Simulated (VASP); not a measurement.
## YCuCl4: single point with PBEsol

The system is YCuCl4.

```
Y Cu Cl
1.0
     4.49661    0.00000    0.00000
     0.00000    4.49661    0.00000
     0.00000    0.00000    6.37256
Y Cu Cl
1 1 4
Direct
  0.00000 0.00000 0.00000
  0.50000 0.50000 0.50000
  0.50000 0.00000 0.74833
  0.00000 0.50000 0.25167
  0.50000 0.00000 0.25167
  0.00000 0.50000 0.74833
```

```yaml
Program: VASP 6.6.1
Task: single point
Functional: PBEsol
Potentials_or_basis: VASP PAW PBE potentials, release 64 (Y_sv, Cu, Cl)
Cutoff: 520 eV
k_mesh: 4 × 4 × 4
Occupations: fermi-dirac, width 0.03 eV
Spin: no spin polarisation
Dipole_correction: no
Further_INCAR_settings: ALGO = Normal; EDIFF = 1e-06; NBANDS = 34
```

```yaml
Pressure: 0.0 GPa
Band_gap_on_the_k_mesh: 0.81 eV, indirect (least direct gap 0.88 eV)
```

Forces in eV/Å, atoms in the order of the input:
```
Y    0.000  0.000  0.000
Cu   0.000  0.000  0.000
Cl   0.000  0.000  0.002
Cl   0.000  0.000 -0.002
Cl   0.000  0.000 -0.002
Cl   0.000  0.000  0.002
```

Levels at points of the mesh, in eV from the valence-band top:
| k point | band 22 | band 23 | band 24 | band 25 | band 26 | band 27 | band 28 | band 29 |
| --- | --- | --- | --- | --- | --- | --- | --- | --- |
| (0.00, 0.00, 0.00) | -0.68 | -0.33 | -0.05 | -0.05 | 0.96 | 2.20 | 2.51 | 4.43 |
| (0.50, 0.00, 0.00) | -0.57 | -0.33 | -0.28 | -0.08 | 2.09 | 2.52 | 3.23 | 3.46 |
| (0.50, 0.50, 0.00) | -0.63 | -0.34 | -0.34 | -0.07 | 0.81 | 2.34 | 3.59 | 3.59 |
| (0.00, 0.00, 0.50) | -0.67 | -0.15 | -0.15 | -0.11 | 1.88 | 2.19 | 2.63 | 4.05 |
| (0.50, 0.00, 0.50) | -0.61 | -0.46 | -0.27 | -0.22 | 2.29 | 2.89 | 3.47 | 4.02 |
| (0.50, 0.50, 0.50) | -0.56 | -0.44 | -0.44 | 0.00 | 2.24 | 2.56 | 3.18 | 3.35 |

Wall time 57 s on 1 thread of Intel(R) Xeon(R) 6975P-C (Granite Rapids), with other jobs on the host, peak memory 0.29 GiB.

Caveat: the PAW data sets were made with another functional, which shifts forces and pressure a little. As with any semilocal functional, this PBEsol gap is likely too small.
